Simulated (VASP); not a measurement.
Wanted: the native input for a VASP 6.6.1 run.

* Task: single point
* Functional: PBE
* Potentials or basis: VASP PAW PBE potentials, release 64 (Se, O)
* Cutoff: 520 eV
* k mesh: 18 × 18 × 18
* Occupations: gaussian, width 0.1 eV
* Spin: no spin polarisation
* Dipole correction: no
* Further INCAR settings: ALGO = Normal; EDIFF = 1e-06; NBANDS = 13

The structure of SeO lies in POSCAR:

```
SeO
1.0
    2.9256569225      0.0000000000      0.0000000000
    0.0000000000      2.9256569225      0.0000000000
    0.0000000000      0.0000000000      2.9256569225
Se O
1 1
Direct
    0.5000000000      0.5000000000      0.5000000000
    0.0000000000      0.0000000000      0.0000000000
```

These files were run (other wordings do the same):

INCAR

```
PREC = Accurate ; ENCUT = 520
EDIFF = 1E-6 ; ISMEAR = 0
SIGMA = 0.1 ; LREAL = False
LASPH = True ; NELM = 60
ALGO = Normal ; ISIF = 2
LWAVE = False ; LCHARG = False
GGA = PE ; NBANDS = 13
```

KPOINTS

```
Automatic mesh
0
Gamma
  18 18 18
```

Potentials or basis: VASP PAW PBE potentials, release 64 (Se, O).

Run with:

```bash
$ cat potpaw_PBE.64/Se/POTCAR potpaw_PBE.64/O/POTCAR > POTCAR
$ mpirun -np 1 vasp_std > vasp.out
```

Results of the run:

* Pressure: -0.1 GPa
* Band gap on the k mesh: zero (bands 6 and 7 overlap by 6.96 eV)

It took 18 s on 1 thread of Intel(R) Xeon(R) 6975P-C (Granite Rapids), on a shared host, peak memory 0.19 GiB.
